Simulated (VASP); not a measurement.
Write the native input for VASP 6.6.1 that does the following.

- Task: relaxation of shape and atoms at fixed volume
- Functional: PBEsol
- Potentials or basis: VASP PAW PBE potentials, release 64 (Hf_pv)
- Cutoff: 600 eV
- k mesh: 16 × 16 × 10
- Occupations: gaussian, width 0.05 eV
- Spin: no spin polarisation
- Dipole correction: no
- Further INCAR settings: ALGO = Fast; EDIFF = 1e-07; IBRION = 2; EDIFFG = -0.01; NSW = 60; ISIF = 4

The structure of Hf lies in POSCAR:

```
Hf
1.0
    3.0705400114      0.0000000000      0.0000000000
   -1.5352700057      2.6591656532      0.0000000000
    0.0000000000      0.0000000000      4.8681680135
Hf
2
Direct
    0.3333333333      0.6666666667      0.2500000000
    0.6666666667      0.3333333333      0.7500000000
```

These files were run (other wordings do the same):

INCAR

```
ALGO = Fast
EDIFF = 1E-7
EDIFFG = -0.01
ENCUT = 600
GGA = PS
IBRION = 2
ISIF = 4
ISMEAR = 0
LASPH = T
LCHARG = F
LREAL = F
LWAVE = F
NELM = 60
NSW = 60
PREC = Accurate
SIGMA = 0.05
```

KPOINTS

```
k-points
0
Gamma
  16 16 10
```

Potentials or basis: VASP PAW PBE potentials, release 64 (Hf_pv).

The run is started by

```bash
$ cat potpaw_PBE.64/Hf_pv/POTCAR > POTCAR
$ mpirun -np 1 vasp_std > vasp.out
```

Results of the run:

* Energy gained by relaxing: 0.0 meV/atom
* Ionic steps: 2
* Pressure after relaxing: 10.5 GPa
* Band gap on the k mesh: zero (bands 10 and 11 overlap by 1.64 eV)

Caveat: the PAW data sets were made with another functional, which shifts forces and pressure a little; spin-orbit coupling is left out, which moves the levels of the heavy elements.

Run time: 87 s on 1 thread of Intel(R) Xeon(R) 6975P-C (Granite Rapids) (shared host), peak memory 0.26 GiB.
